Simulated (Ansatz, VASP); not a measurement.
**Two plane-wave programs on SrO**

```
Sr O
1.0
     0.00000    2.57163    2.61319
     2.57163    0.00000    2.61319
     2.57163    2.57163    0.00000
Sr O
1 1
Direct
  0.00000 0.00000 0.00000
  0.50000 0.50000 0.50000
```

Change from the starting cell: strained cell.

Alike in both runs: task relaxation of the atoms; functional PBE; k mesh 6 × 6 × 6; occupations gaussian, width 0.02 eV; no spin polarisation.

|  | VASP | Ansatz |
| --- | --- | --- |
| version | VASP 6.6.1 | Ansatz 0.2.0 |
| potentials or method | VASP PAW PBE potentials, release 64 (Sr_sv, O), cutoff 520 eV | scalar-relativistic, plane waves, PAW |
| valence electrons in the cell | 16 | 16 |

```csv
,VASP,Ansatz,Ansatz less VASP
"gap on the k mesh at the Fermi level, each at its own relaxed structure (eV)",3.24,3.29,+0.048
```

Ansatz's warnings: stress scf threshold loose.

Noted on VASP's run: the relaxation stopped at its first step, so nothing moved.
